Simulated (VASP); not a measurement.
Here is a VASP 6.6.1 calculation.

Contents of INCAR:

```
SYSTEM = Al
  PREC = Accurate
  ENCUT = 520
  EDIFF = 1E-6
  ISMEAR = 0
  SIGMA = 0.15
  LREAL = .FALSE.
  LASPH = .TRUE.
  NELM = 80
  ALGO = Fast
  ISIF = 2
  LWAVE = .FALSE.
  LCHARG = .TRUE.
  GGA = PE
  LELF = .TRUE.
  LVHAR = .TRUE.
  NBANDS = 14
```

File KPOINTS:

```
Automatic mesh
0
G
  16 16 5
  0 0 0
```

The input POSCAR:

```
Al
1.0
   -1.6174623135      1.6174623135     -1.6174623135
   -1.6174623135     -1.6174623135      1.6174623135
   -0.8087311568      5.9846105601      6.9550879482
Al
4
Direct
   -0.0875000000     -0.3500000000      0.8750000000
    0.4875000000      0.4500000000      0.1250000000
   -0.0375000000     -0.1500000000      0.3750000000
    0.4375000000      0.2500000000      0.6250000000
```

Potentials or basis: VASP PAW PBE potentials, release 64 (Al).

Command:

```sh
$ cat potpaw_PBE.64/Al/POTCAR > POTCAR
$ mpirun -np 1 vasp_std > vasp.out
```

(1) Estimate the pressure.

(2) Estimate the band gap on the k mesh.

(3) What does it give for the largest force?

Answers

(1) 1.3 GPa.

(2) zero (bands 6 and 7 overlap by 6.50 eV).

(3) 0.811 eV/Å.

Caveat: the cell differs from its parent crystal (the part above a cut slid along it).
